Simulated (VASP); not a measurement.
# Ag7Br8 (a cell with a defect) in VASP: further runs

The runs below take Ag7Br8 (a cell with a defect) through single point, with PBE.

All numbers are computed with VASP 6.6.1; they aren't measurements. Logs are shortened: lines on timing, memory, paths and dates and some standing lists are left out, and cuts for length are marked.

### Step 1. The cell of the first run

The cell holds a defect, 15 atoms: a = 8.099 Å, b = 8.099 Å, c = 8.099 Å, α = 60.00°, β = 60.00°, γ = 60.00°.

### Step 2. Single point, PBE

Contents of INCAR:

```
PREC     = Accurate       # precision mode
ENCUT    = 520            # plane-wave cutoff, eV
EDIFF    = 1E-6           # SCF threshold, eV
ISMEAR   = 1              # smearing method
SIGMA    = 0.15           # smearing width, eV
LREAL    = Auto         
LASPH    = True           # aspherical terms in the spheres
NELM     = 100            # most SCF steps
ALGO     = Normal         # electronic algorithm
ISIF     = 2              # what is computed and relaxed
LWAVE    = False          # write WAVECAR
LCHARG   = True           # write CHGCAR
GGA      = PE             # functional
LELF     = True           # ELF
LVHAR    = True         
NBANDS   = 80             # bands
```

Contents of KPOINTS:

```
regular mesh
0
Gamma
  2 2 2
```

Contents of POSCAR:

```
Ag7Br8
1.0
    0.0000000000      5.7265540000      5.7265540000
    5.7265540000      0.0000000000      5.7265540000
    5.7265540000      5.7265540000      0.0000000000
Br Ag
8 7
Direct
    0.2587368424      0.2324912155      0.2568313335
    0.2665741037      0.2561208713      0.7336572745
    0.2571912358      0.7510196359      0.2562437200
    0.2129715358      0.7548122309      0.7863886379
    0.7349361414      0.2564494284      0.2651958752
    0.7445467204      0.2643513010      0.7426134461
    0.7879313633      0.7550527769      0.2113533724
    0.7422833173      0.7481849468      0.7412649038
    0.0008953028      0.0455081712     -0.0003483771
   -0.0133711304      0.0002745980      0.5095850838
    0.0005594115      0.4711118589     -0.0009434120
    0.0146967967      0.4967043007      0.4887948319
    0.5110512360      0.0002765188     -0.0148196455
    0.4902137481      0.4967511875      0.0132167618
    0.5016349274      0.6121231896      0.4999641145
```

Potentials or basis: VASP PAW PBE potentials, release 64 (Br, Ag).

Started as:

```console
> cat potpaw_PBE.64/Br/POTCAR potpaw_PBE.64/Ag/POTCAR > POTCAR
> mpirun -np 1 vasp_std > vasp.out
```

OUTCAR:

```text
PREC = Accurate
   ENCUT = 520
   EDIFF = 1E-6
   ISMEAR = 1
   LREAL = Auto
   LASPH = True
   NELM = 100
   ISIF = 2
   GGA = PE

 ion  position               nearest neighbor table
   1  0.259  0.232  0.257-  14 2.84  12 2.84  13 2.89  10 2.89  11 2.96
   2  0.267  0.256  0.734-   9 2.75  11 2.77  13 2.84  12 2.85
   3  0.257  0.751  0.256-  12 2.85  14 2.85  10 2.88  13 2.89  15 2.92   9 2.95
   4  0.213  0.755  0.786-  15 2.60  11 2.87  10 2.89  14 2.89   9 2.92
   5  0.735  0.256  0.265-   9 2.75  11 2.77  10 2.84  14 2.85
   6  0.745  0.264  0.743-  10 2.85  13 2.85  12 2.88  14 2.88  15 2.91   9 2.96
   7  0.788  0.755  0.211-  15 2.60  11 2.87  13 2.89  12 2.90   9 2.92
   8  0.742  0.748  0.741-  13 2.84  10 2.85  14 2.89  12 2.89  11 2.96
   9  0.001  0.046  1.000-   2 2.75   5 2.75   7 2.92   4 2.92   3 2.95   6 2.96  11 3.44
  10  0.987  0.000  0.510-   5 2.84   8 2.85   6 2.85   3 2.88   4 2.89   1 2.89
  11  0.001  0.471  0.999-   5 2.77   2 2.77   4 2.87   7 2.87   1 2.96   8 2.96   9 3.44
  12  0.015  0.497  0.489-   1 2.84   2 2.85   3 2.85   6 2.88   8 2.89   7 2.90
  13  0.511  0.000  0.985-   2 2.84   8 2.84   6 2.85   3 2.89   7 2.89   1 2.89
  14  0.490  0.497  0.013-   1 2.84   5 2.85   3 2.85   6 2.88   8 2.89   4 2.89
  15  0.502  0.612  0.500-   4 2.60   7 2.60   6 2.91   3 2.92

  LATTYP: Found a face centered cubic cell.
 ALAT       =    11.4531080000

  Lattice vectors:

 A1 = (   0.0000000000,   5.7265540000,   5.7265540000)
 A2 = (   5.7265540000,   0.0000000000,   5.7265540000)
 A3 = (   5.7265540000,   5.7265540000,   0.0000000000)

Analysis of symmetry for initial positions (statically):
=====================================================================
 Subroutine PRICEL returns:
 Original cell was already a primitive cell.

 Routine SETGRP: Setting up the symmetry group for a
 face centered cubic supercell.

 Subroutine GETGRP returns: Found  1 space group operations
 (whereof  1 operations were pure point group operations)
 out of a pool of 48 trial point group operations.

The static configuration has the point symmetry C_1 .

Analysis of symmetry for dynamics (positions and initial velocities):
=====================================================================
 Subroutine PRICEL returns:
 Original cell was already a primitive cell.

 Routine SETGRP: Setting up the symmetry group for a
 face centered cubic supercell.

 Subroutine GETGRP returns: Found  1 space group operations
 (whereof  1 operations were pure point group operations)
 out of a pool of 48 trial point group operations.

The dynamic configuration has the point symmetry C_1 .

 Subroutine INISYM returns: Found  1 space group operations
 (whereof  1 operations are pure point group operations),
 and found     1 'primitive' translations

----------------------------------------------------------------------------------------

                                     Primitive cell

  volume of cell :     375.5866

  direct lattice vectors                    reciprocal lattice vectors
     0.000000000  5.726554000  5.726554000    -0.087312544  0.087312544  0.087312544
     5.726554000  0.000000000  5.726554000     0.087312544 -0.087312544  0.087312544
     5.726554000  5.726554000  0.000000000     0.087312544  0.087312544 -0.087312544

  length of vectors
     8.098570332  8.098570332  8.098570332     0.151229763  0.151229763  0.151229763

  position of ions in fractional coordinates (direct lattice)
     0.258736842  0.232491215  0.256831334
     0.266574104  0.256120871  0.733657274
     0.257191236  0.751019636  0.256243720
     0.212971536  0.754812231  0.786388638
     0.734936141  0.256449428  0.265195875
     0.744546720  0.264351301  0.742613446
     0.787931363  0.755052777  0.211353372
     0.742283317  0.748184947  0.741264904
     0.000895303  0.045508171  0.999651623
     0.986628870  0.000274598  0.509585084
     0.000559411  0.471111859  0.999056588
     0.014696797  0.496704301  0.488794832
     0.511051236  0.000276519  0.985180355
     0.490213748  0.496751188  0.013216762
     0.501634927  0.612123190  0.499964115

  ion indices of the primitive-cell ions
   primitive index   ion index
                 1           1
                 2           2
                 3           3
                 4           4
                 5           5
                 6           6
                 7           7
                 8           8
                 9           9
                10          10
                11          11
                12          12
                13          13
                14          14
                15          15

----------------------------------------------------------------------------------------

 KPOINTS: regular mesh

Automatic generation of k-mesh.
 Grid dimensions read from file:
 generate k-points for:    2    2    2

 Generating k-lattice:

  Cartesian coordinates                     Fractional coordinates (reciprocal lattice)
    -0.043656272  0.043656272  0.043656272     0.500000000  0.000000000  0.000000000
     0.043656272 -0.043656272  0.043656272     0.000000000  0.500000000  0.000000000
     0.043656272  0.043656272 -0.043656272     0.000000000  0.000000000  0.500000000

  Length of vectors
     0.075614881  0.075614881  0.075614881

  Shift w.r.t. Gamma in fractional coordinates (k-lattice)
     0.000000000  0.000000000  0.000000000

 Subroutine IBZKPT returns following result:
 ===========================================

 Found      8 irreducible k-points:

 Following reciprocal coordinates:
            Coordinates               Weight
  0.000000  0.000000  0.000000      1.000000
  0.500000  0.000000  0.000000      1.000000
  0.000000  0.500000  0.000000      1.000000
  0.000000  0.000000  0.500000      1.000000
  0.500000  0.500000  0.500000      1.000000
  0.500000  0.500000  0.000000      1.000000
  0.000000  0.500000  0.500000      1.000000
  0.500000  0.000000  0.500000      1.000000
   k-points           NKPTS =      8   k-points in BZ     NKDIM =      8   number of bands    NBANDS=     80
   number of dos      NEDOS =    301   number of ions     NIONS =     15
   total plane-waves  NPLWV = 216000
   dimension x,y,z NGX =    60 NGY =   60 NGZ =   60
   dimension x,y,z NGXF=   120 NGYF=  120 NGZF=  120
   ions per type =               8   7
   NGX,Y,Z   is equivalent  to a cutoff of  12.32, 12.32, 12.32 a.u.
   NGXF,Y,Z  is equivalent  to a cutoff of  24.63, 24.63, 24.63 a.u.
 SYSTEM =  unknown system
   PREC   = accura    normal or accurate (medium, high low for compatibility)
   ISTART =      0    job   : 0-new  1-cont  2-samecut
   ICHARG =      2    charge: 1-file 2-atom 10-const
   ISPIN  =      1    spin polarized calculation?
   LNONCOLLINEAR =      F non collinear calculations
   LSORBIT =      F    spin-orbit coupling
   LASPH  =      T    aspherical Exc in radial PAW
   ENCUT  =  520.0 eV  38.22 Ry    6.18 a.u.  15.06 15.06 15.06*2*pi/ulx,y,z
   NELM   =    100;   NELMIN=  2; NELMDL= -5     # of ELM steps
   EDIFF  = 0.1E-05   stopping-criterion for ELM
   LREAL  =      T    real-space projection
   EDIFFG = 0.1E-04   stopping-criterion for IOM
   NSW    =      0    number of steps for IOM
   IBRION =     -1    ionic relax: 0-MD 1-quasi-New 2-CG
   NFREE  =      0    steps in history (QN), initial steepest desc. (CG)
   ISIF   =      2    stress and relaxation
   ISYM   =      2    0-nonsym 1-usesym 2-fastsym
   POTIM  = 0.5000    time-step for ionic-motion
   TEBEG  =    0.0;   TEEND  =   0.0 temperature during run
   PSTRESS=    0.0 pullay stress
   NELECT =     133.0000    total number of electrons
   NUPDOWN=      -1.0000    fix difference up-down
   EMIN   =  10.00;   EMAX   =-10.00  energy-range for DOS
   EFERMI =   0.00;   METHOD = LEGACY
   ISMEAR =     1;   SIGMA  =   0.15  broadening in eV -4-tet -1-fermi 0-gaus
   EFERMI_NEDOS =   21; number of points for ismear=-14 and -15
   IALGO  =     38    algorithm
   IMIX   =      4    mixing-type and parameters
     AMIX     =   0.40;   BMIX     =  1.00
     AMIX_MAG =   1.60;   BMIX_MAG =  1.00
  volume/ion in A,a.u.               =      25.04       168.97
  Fermi-wavevector in a.u.,A,eV,Ry     =   1.158214  2.188706 18.251656  1.341459
  Thomas-Fermi vector in A             =   2.294818
   LORBIT       =      0    0 simple, 1 ext, 2 COOP (PROOUT), +10 PAW based schemes
   GGA     = PE    functional components
   LHFCALC =     F    Hartree Fock is set to
   AEXX    =    0.0000 exact exchange contribution
   IVDW    =     0    specifies the selected vdW correction
   LEPSILON=     F    determine dielectric tensor
   LRPA    =     F    only Hartree local field effects (RPA)
 non-spin polarized calculation
 Methfessel and Paxton  Order N= 1 SIGMA  =   0.15
  energy-cutoff  :      520.00
  volume of cell :      375.59
 maximum number of plane-waves:     10140
   NGX = 31   NGY = 31   NGZ = 31

 number of electron     133.0000000 magnetization

 Free energy of the ion-electron system (eV)
  ---------------------------------------------------
  ext. energy  EPLUGINS =         0.00000000
  ---------------------------------------------------
  free energy    TOTEN  =       -36.53350964 eV

  energy without entropy =      -36.49923426  energy(sigma->0) =      -36.52208451

 E-fermi :   2.8745     XC(G=0):  -9.5105

 val. band max:        2.8458683217   @ k =   0.0000   0.5000   0.5000
 cond. band min:       2.8908034896   @ k =   0.0000   0.0000   0.0000
 fundamental gap:      0.0449351679
 Fermi energy:         2.8745440566

 k-point     1 :       0.0000    0.0000    0.0000
  band No.  band energies     occupation
      1     -11.9758      2.00000
      2     -11.6613      2.00000
      3     -11.6033      2.00000
      4     -11.4620      2.00000
      5     -11.4448      2.00000
      6     -11.3915      2.00000
[... 70 lines left out ...]
     77       9.3498      0.00000
     78       9.4304      0.00000

 k-point     2 :       0.5000    0.0000    0.0000
  band No.  band energies     occupation
      1     -11.8113      2.00000
      2     -11.7645      2.00000
      3     -11.6199      2.00000
      4     -11.5036      2.00000
      5     -11.4256      2.00000
      6     -11.4151      2.00000
[... 70 lines left out ...]
     77       9.1156      0.00000
     78       9.3529      0.00000
[... 403 lines left out ...]
     77       8.6030      0.00000
     78       8.6836      0.00000

 k-point     8 :       0.5000    0.0000    0.5000
  band No.  band energies     occupation
      1     -11.7821      2.00000
      2     -11.7320      2.00000
      3     -11.6828      2.00000
      4     -11.4791      2.00000
      5     -11.4406      2.00000
      6     -11.4060      2.00000
[... 70 lines left out ...]
     77       9.2104      0.00000
     78       9.3077      0.00000
 [bands above 78 left out]

------------------------ aborting loop because EDIFF is reached ----------------------------------------

  FORCE on cell =-STRESS in cart. coord.  units (eV):
  Direction    XX          YY          ZZ          XY          YZ          ZX
  --------------------------------------------------------------------------------------
  -------------------------------------------------------------------------------------
  Total        3.7814363      1.5550530      3.7822507     -0.0158128     -0.0145769     -1.0203930
  in kB       16.1308515      6.6335454     16.1343257     -0.0674543     -0.0621821     -4.3527925
  external PRESSURE =      12.9662408 kB  Pullay stress =       0.0000000 kB

 VOLUME and BASIS-vectors are now :
 -----------------------------------------------------------------------------
  energy-cutoff  :      520.00
  volume of cell :      375.59
      direct lattice vectors                 reciprocal lattice vectors
     0.000000000  5.726554000  5.726554000    -0.087312544  0.087312544  0.087312544
     5.726554000  0.000000000  5.726554000     0.087312544 -0.087312544  0.087312544
     5.726554000  5.726554000  0.000000000     0.087312544  0.087312544 -0.087312544

 POSITION                                       TOTAL-FORCE (eV/Angst)
 -----------------------------------------------------------------------------------
      2.80213      2.95243      2.81304         0.000158     -0.008454     -0.000867
      5.66802      5.72788      2.99324         0.030635     -0.000798     -0.006428
      5.76815      2.94021      5.77357         0.012459      0.025885      0.015988
      8.82577      5.72289      5.54207        -0.006435     -0.000687      0.066400
      2.98723      5.72731      5.67722        -0.008648     -0.002092      0.030283
      5.76644      8.51630      5.77751         0.012895     -0.026490      0.013370
      5.53418      5.72246      8.83598         0.070084      0.002197     -0.009448
      8.52941      8.49562      8.53525        -0.005529      0.013167     -0.004063
      5.98516      5.72969      0.26573        -0.023542      0.000666     -0.021632
      2.91974      8.56815      5.65156         0.004041     -0.006374      0.015248
      8.41900      5.72436      2.70105         0.043500     -0.000922      0.044772
      5.64351      2.88327      2.92857         0.014175      0.005272      0.003102
      5.64327      8.56825      2.92815         0.015276     -0.005233      0.002248
      2.92036      2.88292      5.65191         0.004694      0.006139      0.015596
      6.36843      5.73571      6.37800        -0.163764     -0.002277     -0.164569
 -----------------------------------------------------------------------------------
    total drift:                                0.002704      0.005696      0.004658

  FREE ENERGIE OF THE ION-ELECTRON SYSTEM (eV)
  ---------------------------------------------------
  free  energy   TOTEN  =       -36.5335096352 eV

  energy  without entropy=      -36.4992342643  energy(sigma->0) =      -36.52208451
```

Run time: 12 min. Hardware: 1 thread of Intel Xeon 8259CL, shared host; peak memory 0.55 GiB.

Results:

- Free energy: -36.5335 eV
- Pressure: 1.3 GPa
- Largest force: 0.232 eV/Å
- Band gap on the k mesh: zero (an odd number of electrons rules out a gap without spin polarisation)

Forces in eV/Å, atoms in the order of the input:
```
Br   0.000 -0.008 -0.001
Br   0.031 -0.001 -0.006
Br   0.012  0.026  0.016
Br  -0.006 -0.001  0.066
Br  -0.009 -0.002  0.030
Br   0.013 -0.026  0.013
Br   0.070  0.002 -0.009
Br  -0.006  0.013 -0.004
Ag  -0.024  0.001 -0.022
Ag   0.004 -0.006  0.015
Ag   0.043 -0.001  0.045
Ag   0.014  0.005  0.003
Ag   0.015 -0.005  0.002
Ag   0.005  0.006  0.016
Ag  -0.164 -0.002 -0.165
```

Caveat: the k points lie up to 0.48 Å⁻¹ apart, too coarse for converged energies and pressures of a metal; an odd number of electrons without spin polarisation forces a metal; a magnetic or distorted state may lie lower.

### Step 3. Single point, PBE

Contents of INCAR:

```
SYSTEM = Ag7Br8
PREC = Accurate
ENCUT = 520
EDIFF = 1E-6
ISMEAR = 1
SIGMA = 0.15
LREAL = Auto
LASPH = .True.
NELM = 80
ALGO = Normal
ISIF = 2
LWAVE = .False.
LCHARG = .False.
GGA = PE
NBANDS = 80
```

Contents of KPOINTS:

```
Automatic mesh
0
Gamma
  2 2 2
  0 0 0
```

Contents of POSCAR:

```
Ag7Br8
1.0
    0.0000000000      5.7265540000      5.7265540000
    5.7265540000      0.0000000000      5.7265540000
    5.7265540000      5.7265540000      0.0000000000
Br Ag
8 7
Direct
    0.2576463961      0.2375100278      0.2558540442
    0.2664049793      0.2458154590      0.7336414709
    0.2581945442      0.7540178614      0.2573343410
    0.2129242124      0.7478181468      0.7864328181
    0.7349425152      0.2455728174      0.2651353676
    0.7426620791      0.2703511571      0.7408719974
    0.7878299061      0.7477291753      0.2114694981
    0.7439862612      0.7507044376      0.7430406663
    0.0005105164      0.0312564066     -0.0009015020
   -0.0134304156      0.0056264204      0.5095886636
    0.0008461459      0.4561452664     -0.0003474166
    0.0146132386      0.5018748623      0.4888111594
    0.5109325783      0.0056470261     -0.0148298610
    0.4901506211      0.5018985240      0.0133057333
    0.5015694430      0.8884027811      0.5000870506
```

Potentials or basis: VASP PAW PBE potentials, release 64 (Br, Ag).

Started as:

```console
> cat potpaw_PBE.64/Br/POTCAR potpaw_PBE.64/Ag/POTCAR > POTCAR
> mpirun -np 1 vasp_std > vasp.out
```

It took 11 min on 1 thread of Intel Xeon 8259CL, shared host; peak memory 0.55 GiB.

Results (log left out):

| Item | Value |
| --- | --- |
| Free energy | -36.5337 eV |
| Pressure | 1.3 GPa |
| Largest force | 0.233 eV/Å |
| Band gap on the k mesh | zero (an odd number of electrons rules out a gap without spin polarisation) |

Forces on the atoms (eV/Å):
```
Br  -0.012  0.026 -0.010
Br   0.002  0.000 -0.032
Br   0.004 -0.012  0.002
Br  -0.071  0.001  0.005
Br  -0.036 -0.001  0.005
Br   0.005  0.014  0.002
Br   0.008 -0.001 -0.069
Br  -0.009 -0.024 -0.011
Ag  -0.045 -0.002 -0.045
Ag  -0.015 -0.006 -0.002
Ag   0.023  0.001  0.023
Ag  -0.003  0.005 -0.014
Ag  -0.002 -0.005 -0.015
Ag  -0.014  0.006 -0.003
Ag   0.164 -0.002  0.165
```

Stress tensor (GPa, compression positive):
```
 1.62  0.01 -0.43
 0.01  0.66  0.01
-0.43  0.01  1.62
```

Levels at points of the mesh, in eV from the Fermi level:
```tsv
k point	band 65	band 66	band 67	band 68	band 69	band 70
(0.00, 0.00, 0.00)	-0.04	0.02	0.07	0.99	1.68	2.04
(0.50, 0.00, 0.00)	-0.54	-0.42	-0.15	3.10	3.13	3.44
(0.00, 0.50, 0.00)	-0.56	-0.46	-0.03	3.04	3.13	3.49
(0.00, 0.00, 0.50)	-0.54	-0.42	-0.15	3.10	3.13	3.44
(0.50, 0.50, 0.50)	-0.56	-0.46	-0.03	3.04	3.14	3.49
(0.50, 0.50, 0.00)	-0.11	-0.08	-0.03	3.43	3.54	3.92
(0.00, 0.50, 0.50)	-0.11	-0.08	-0.03	3.43	3.54	3.92
(0.50, 0.00, 0.50)	-0.15	-0.06	-0.04	3.36	3.57	3.85
```

Caveat: the k points lie up to 0.48 Å⁻¹ apart, too coarse for converged energies and pressures of a metal; an odd number of electrons without spin polarisation forces a metal; a magnetic or distorted state may lie lower.

The gap in the log of VASP goes by the Fermi energy; the results here count the filled bands.